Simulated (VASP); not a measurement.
# Ag (Fm-3m) in VASP: notebook

Ag is run at these levels: LDA; tasks: single point, relaxation of volume and atoms at fixed shape.

Program: VASP 6.6.1. These are calculated values, not measurements. Logs are shortened: lines on timing, memory, paths and dates and some standing lists are left out, and cuts for length are marked.

## Step 1: The cell of the first run

Symmetry: Fm-3m, No. 225, cubic system. Conventional cell: a = 4.002 Å, b = 4.002 Å, c = 4.002 Å, α = 90.00°, β = 90.00°, γ = 90.00°. Ag (site symmetry m-3m) has 12 Ag at 2.83 Å within 3.7 Å.

## Step 2: Single point, LDA

INCAR reads:

```
SYSTEM = Ag
PREC = Accurate
ENCUT = 520
EDIFF = 1E-7
ISMEAR = 1
SIGMA = 0.05
LREAL = .FALSE.
LASPH = .TRUE.
NELM = 60
ALGO = Normal
ISIF = 2
LWAVE = .FALSE.
LCHARG = .TRUE.
GGA = CA
LELF = .TRUE.
LVHAR = .TRUE.
NBANDS = 12
```

KPOINTS reads:

```
Automatic mesh
0
G
  18 18 18
  0 0 0
```

POSCAR reads:

```
Ag
1.0
    2.8298857312      0.0000000000      0.0000000000
    1.4149428656      2.4507529330      0.0000000000
    1.4149428656      0.8169176443      2.3105920239
Ag
1
Direct
    0.0000000000      0.0000000000      0.0000000000
```

Potentials or basis: VASP PAW LDA potentials, release 64 (Ag).

The run is started by

```console
$ cat potpaw_LDA.64/Ag/POTCAR > POTCAR
$ mpirun -np 1 vasp_std > vasp.out
```

OUTCAR:

```text
SYSTEM = Ag
   PREC = Accurate
   ENCUT = 520
   EDIFF = 1E-7
   ISMEAR = 1
   LREAL = .FALSE.
   LASPH = .TRUE.
   NELM = 60
   ISIF = 2
   GGA = CA

 ion  position               nearest neighbor table
   1  0.000  0.000  0.000-

  LATTYP: Found a face centered cubic cell.
 ALAT       =     4.0020627810

  Lattice vectors:

 A1 = (   2.8298857312,   0.0000000000,   0.0000000000)
 A2 = (   1.4149428656,   2.4507529330,   0.0000000000)
 A3 = (   1.4149428656,   0.8169176443,   2.3105920239)

Analysis of symmetry for initial positions (statically):
=====================================================================
 Subroutine PRICEL returns:
 Original cell was already a primitive cell.

 Routine SETGRP: Setting up the symmetry group for a
 face centered cubic supercell.

 Subroutine GETGRP returns: Found 48 space group operations
 (whereof 48 operations were pure point group operations)
 out of a pool of 48 trial point group operations.

The static configuration has the point symmetry O_h .

Analysis of symmetry for dynamics (positions and initial velocities):
=====================================================================
 Subroutine PRICEL returns:
 Original cell was already a primitive cell.

 Routine SETGRP: Setting up the symmetry group for a
 face centered cubic supercell.

 Subroutine GETGRP returns: Found 48 space group operations
 (whereof 48 operations were pure point group operations)
 out of a pool of 48 trial point group operations.

The dynamic configuration has the point symmetry O_h .

 Subroutine INISYM returns: Found 48 space group operations
 (whereof 48 operations are pure point group operations),
 and found     1 'primitive' translations

----------------------------------------------------------------------------------------

                                     Primitive cell

  volume of cell :      16.0248

  direct lattice vectors                    reciprocal lattice vectors
     2.829885731  0.000000000  0.000000000     0.353371159 -0.204018934 -0.144263171
     1.414942866  2.450752933  0.000000000     0.000000000  0.408037867 -0.144263171
     1.414942866  0.816917644  2.310592024     0.000000000  0.000000000  0.432789514

  length of vectors
     2.829885731  2.829885731  2.829885731     0.432789514  0.432789514  0.432789514

  position of ions in fractional coordinates (direct lattice)
     0.000000000  0.000000000  0.000000000

  ion indices of the primitive-cell ions
   primitive index   ion index
                 1           1

----------------------------------------------------------------------------------------

 KPOINTS: Automatic mesh

Automatic generation of k-mesh.
 Grid dimensions read from file:
 generate k-points for:   18   18   18

 Generating k-lattice:

  Cartesian coordinates                     Fractional coordinates (reciprocal lattice)
     0.019631731 -0.011334385 -0.008014621     0.055555556 -0.000000000 -0.000000000
     0.000000000  0.022668770 -0.008014621     0.000000000  0.055555556  0.000000000
     0.000000000  0.000000000  0.024043862     0.000000000  0.000000000  0.055555556

  Length of vectors
     0.024043862  0.024043862  0.024043862

  Shift w.r.t. Gamma in fractional coordinates (k-lattice)
     0.000000000  0.000000000  0.000000000

 Subroutine IBZKPT returns following result:
 ===========================================

 Found    195 irreducible k-points:

 Following reciprocal coordinates:
            Coordinates               Weight
  0.000000  0.000000  0.000000      1.000000
  0.055556  0.000000  0.000000      8.000000
  0.111111  0.000000  0.000000      8.000000
  0.166667  0.000000  0.000000      8.000000
  0.222222 -0.000000  0.000000      8.000000
  0.277778 -0.000000 -0.000000      8.000000
[... 16 lines left out ...]
 -0.277778  0.055556  0.000000     24.000000
 -0.222222  0.055556  0.000000     24.000000
 [... further k-points ...]
   k-points           NKPTS =    195   k-points in BZ     NKDIM =    195   number of bands    NBANDS=     12
   number of dos      NEDOS =    301   number of ions     NIONS =      1
   total plane-waves  NPLWV =  13824
   dimension x,y,z NGX =    24 NGY =   24 NGZ =   24
   dimension x,y,z NGXF=    48 NGYF=   48 NGZF=   48
   ions per type =               1
   NGX,Y,Z   is equivalent  to a cutoff of  14.10, 14.10, 14.10 a.u.
   NGXF,Y,Z  is equivalent  to a cutoff of  28.20, 28.20, 28.20 a.u.
 SYSTEM =  Ag
   PREC   = accura    normal or accurate (medium, high low for compatibility)
   ISTART =      0    job   : 0-new  1-cont  2-samecut
   ICHARG =      2    charge: 1-file 2-atom 10-const
   ISPIN  =      1    spin polarized calculation?
   LNONCOLLINEAR =      F non collinear calculations
   LSORBIT =      F    spin-orbit coupling
   LASPH  =      T    aspherical Exc in radial PAW
   ENCUT  =  520.0 eV  38.22 Ry    6.18 a.u.   5.26  5.26  5.26*2*pi/ulx,y,z
   NELM   =     60;   NELMIN=  2; NELMDL= -5     # of ELM steps
   EDIFF  = 0.1E-06   stopping-criterion for ELM
   LREAL  =      F    real-space projection
   EDIFFG = 0.1E-05   stopping-criterion for IOM
   NSW    =      0    number of steps for IOM
   IBRION =     -1    ionic relax: 0-MD 1-quasi-New 2-CG
   NFREE  =      0    steps in history (QN), initial steepest desc. (CG)
   ISIF   =      2    stress and relaxation
   ISYM   =      2    0-nonsym 1-usesym 2-fastsym
   POTIM  = 0.5000    time-step for ionic-motion
   TEBEG  =    0.0;   TEEND  =   0.0 temperature during run
   PSTRESS=    0.0 pullay stress
   NELECT =      11.0000    total number of electrons
   NUPDOWN=      -1.0000    fix difference up-down
   EMIN   =  10.00;   EMAX   =-10.00  energy-range for DOS
   EFERMI =   0.00;   METHOD = LEGACY
   ISMEAR =     1;   SIGMA  =   0.05  broadening in eV -4-tet -1-fermi 0-gaus
   EFERMI_NEDOS =   21; number of points for ismear=-14 and -15
   IALGO  =     38    algorithm
   IMIX   =      4    mixing-type and parameters
     AMIX     =   0.40;   BMIX     =  1.00
     AMIX_MAG =   1.60;   BMIX_MAG =  1.00
  volume/ion in A,a.u.               =      16.02       108.14
  Fermi-wavevector in a.u.,A,eV,Ry     =   1.444137  2.729024 28.375394  2.085533
  Thomas-Fermi vector in A             =   2.562466
   LORBIT       =      0    0 simple, 1 ext, 2 COOP (PROOUT), +10 PAW based schemes
   GGA     = CA    functional components
   LHFCALC =     F    Hartree Fock is set to
   AEXX    =    0.0000 exact exchange contribution
   IVDW    =     0    specifies the selected vdW correction
   LEPSILON=     F    determine dielectric tensor
   LRPA    =     F    only Hartree local field effects (RPA)
 non-spin polarized calculation
 Methfessel and Paxton  Order N= 1 SIGMA  =   0.05
  energy-cutoff  :      520.00
  volume of cell :       16.02
 maximum number of plane-waves:       444
 NGX is ok and might be reduce to    24
   NGX = 11   NGY = 11   NGZ = 11

 number of electron      11.0000002 magnetization

 Free energy of the ion-electron system (eV)
  ---------------------------------------------------
  ext. energy  EPLUGINS =         0.00000000
  ---------------------------------------------------
  free energy    TOTEN  =        -3.78412732 eV

  energy without entropy =       -3.78398616  energy(sigma->0) =       -3.78408027

 E-fermi :   8.9970     XC(G=0): -12.9517

 val. band max:        8.9915922430   @ k =   0.5000   0.2778   0.1111
 cond. band min:       9.1839491790   @ k =   0.5000   0.1111   0.0000
 fundamental gap:      0.1923569360
 Fermi energy:         8.9970133645

 k-point     1 :       0.0000    0.0000    0.0000
  band No.  band energies     occupation
      1       0.7544      2.00000
      2       4.0431      2.00000
      3       4.0431      2.00000
      4       4.0431      2.00000
      5       5.2195      2.00000
      6       5.2195      2.00000
      7      25.1865      0.00000
      8      29.0629      0.00000
      9      29.0629      0.00000
     10      29.0629      0.00000
     11      34.2405      0.00000
     12      35.6618      0.00000

 k-point     2 :       0.0556    0.0000    0.0000
  band No.  band energies     occupation
      1       0.8563      2.00000
      2       4.0169      2.00000
      3       4.0733      2.00000
      4       4.0733      2.00000
      5       5.2072      2.00000
      6       5.2072      2.00000
      7      25.2334      0.00000
      8      28.2424      0.00000
      9      29.1262      0.00000
     10      29.1262      0.00000
     11      34.4367      0.00000
     12      35.4957      0.00000

 k-point     3 :       0.1111    0.0000    0.0000
  band No.  band energies     occupation
      1       1.1507      2.00000
      2       3.9547      2.00000
      3       4.1519      2.00000
      4       4.1519      2.00000
      5       5.1827      2.00000
      6       5.1827      2.00000
      7      25.1320      0.00000
      8      26.7603      0.00000
      9      29.2913      0.00000
     10      29.2913      0.00000
     11      33.5199      0.00000
     12      34.9629      0.00000
[... 286 lines left out ...]
 k-point    23 :      -0.2778    0.0556    0.0000
  band No.  band energies     occupation
      1       2.4338      2.00000
      2       4.1882      2.00000
      3       4.2611      2.00000
      4       4.6446      2.00000
      5       5.3735      2.00000
      6       5.8981      2.00000
      7      18.8905      0.00000
      8      25.2831      0.00000
      9      27.7091      0.00000
     10      30.3063      0.00000
     11      31.9185      0.00000
     12      32.2526      0.00000

 k-point    24 :      -0.2222    0.0556    0.0000
  band No.  band energies     occupation
      1       2.2567      2.00000
      2       4.0161      2.00000
      3       4.3183      2.00000
      4       4.3250      2.00000
      5       5.1584      2.00000
      6       5.5636      2.00000
      7      21.0754      0.00000
      8      25.6208      0.00000
      9      28.2612      0.00000
     10      31.0175      0.00000
     11      31.3626      0.00000
     12      32.4911      0.00000

 [... further k-points ...]

------------------------ aborting loop because EDIFF is reached ----------------------------------------

  FORCE on cell =-STRESS in cart. coord.  units (eV):
  Direction    XX          YY          ZZ          XY          YZ          ZX
  --------------------------------------------------------------------------------------
  -------------------------------------------------------------------------------------
  Total        0.0106469      0.0106469      0.0106469     -0.0000000     -0.0000000      0.0000000
  in kB        1.0644870      1.0644870      1.0644870     -0.0000000     -0.0000000      0.0000000
  external PRESSURE =       1.0644870 kB  Pullay stress =       0.0000000 kB

 VOLUME and BASIS-vectors are now :
 -----------------------------------------------------------------------------
  energy-cutoff  :      520.00
  volume of cell :       16.02
      direct lattice vectors                 reciprocal lattice vectors
     2.829885731  0.000000000  0.000000000     0.353371159 -0.204018934 -0.144263171
     1.414942866  2.450752933  0.000000000     0.000000000  0.408037867 -0.144263171
     1.414942866  0.816917644  2.310592024     0.000000000  0.000000000  0.432789514

 POSITION                                       TOTAL-FORCE (eV/Angst)
 -----------------------------------------------------------------------------------
      0.00000      0.00000      0.00000         0.000000      0.000000      0.000000
 -----------------------------------------------------------------------------------
    total drift:                                0.000000     -0.000000      0.000000

  FREE ENERGIE OF THE ION-ELECTRON SYSTEM (eV)
  ---------------------------------------------------
  free  energy   TOTEN  =        -3.7841273229 eV

  energy  without entropy=       -3.7839861571  energy(sigma->0) =       -3.78408027
```

Run time: 9.7 s. Hardware: 1 thread of Intel Xeon 6975P-C (Granite Rapids), shared host; peak memory 0.15 GiB.

What came out:

* Free energy: -3.7841 eV
* Pressure: 0.1 GPa
* Band gap on the k mesh: zero (an odd number of electrons rules out a gap without spin polarisation)

## Step 3: Relaxation of volume and atoms at fixed shape, LDA

This run uses another cell than the first one, of 17.05 Å³/atom.

INCAR reads:

```
PREC = Accurate
ENCUT = 600
EDIFF = 1E-6
ISMEAR = 1
SIGMA = 0.05
LREAL = F
LASPH = T
NELM = 100
ALGO = Normal
ISIF = 8
LWAVE = F
LCHARG = F
IBRION = 2
NSW = 80
EDIFFG = -0.03
```

KPOINTS reads:

```
regular mesh
0
Gamma
  18 18 18
```

POSCAR reads:

```
Ag
1.0
    2.8888850000      0.0000000000      0.0000000000
    1.4444425000      2.5018477986      0.0000000000
    1.4444425000      0.8339492662      2.3587647252
Ag
1
Direct
    0.0000000000      0.0000000000      0.0000000000
```

Potentials or basis: VASP PAW LDA potentials, release 64 (Ag).

The run is started by

```console
$ cat potpaw_LDA.64/Ag/POTCAR > POTCAR
$ mpirun -np 1 vasp_std > vasp.out
```

Run time: 17 s. Hardware: 1 thread of Intel Xeon 6975P-C (Granite Rapids), shared host; peak memory 0.16 GiB.

Results (log left out):

```yaml
Free_energy: -3.7844 eV
Relaxed_volume: 16.05 Å³/atom
Relaxed_cell: a = 2.831 Å, b = 2.831 Å, c = 2.831 Å, α = 60.00°, β = 60.00°, γ = 60.00°
Space_group_after_relaxing_to_0.1_Å: Fm-3m (No. 225)
Energy_gained_by_relaxing: 24.0 meV/atom
Ionic_steps: 3
Pressure_after_relaxing: -0.1 GPa
Band_gap_on_the_k_mesh: zero (an odd number of electrons rules out a gap without spin polarisation)
```

Step by step:
```csv
step,energy change (eV),largest force (eV/Å),pressure (GPa),volume (Å³)
1,0.0000,0.0000,-7.14,17.05
2,-0.0047,0.0000,8.21,15.24
3,-0.0240,0.0000,-0.06,16.05
```

Final structure:
```
Ag
1.0
     2.83119    0.00000    0.00000
     1.41560    2.45188    0.00000
     1.41560    0.81729    2.31166
Ag
1
Direct
  0.00000 0.00000 0.00000
```

Levels at points of the mesh, in eV from the Fermi level:
```csv
k point,band 3,band 4,band 5,band 6,band 7,band 8,band 9
"(0.00, 0.00, 0.00)",-4.95,-4.95,-3.77,-3.77,16.19,20.06,20.06
"(0.50, 0.00, 0.00)",-4.97,-2.88,-2.88,-0.55,3.98,15.45,18.40
"(0.50, 0.50, 0.00)",-2.91,-2.65,-2.65,1.54,7.26,10.92,10.92
```

The gap in the log of VASP goes by the Fermi energy; the results here count the filled bands.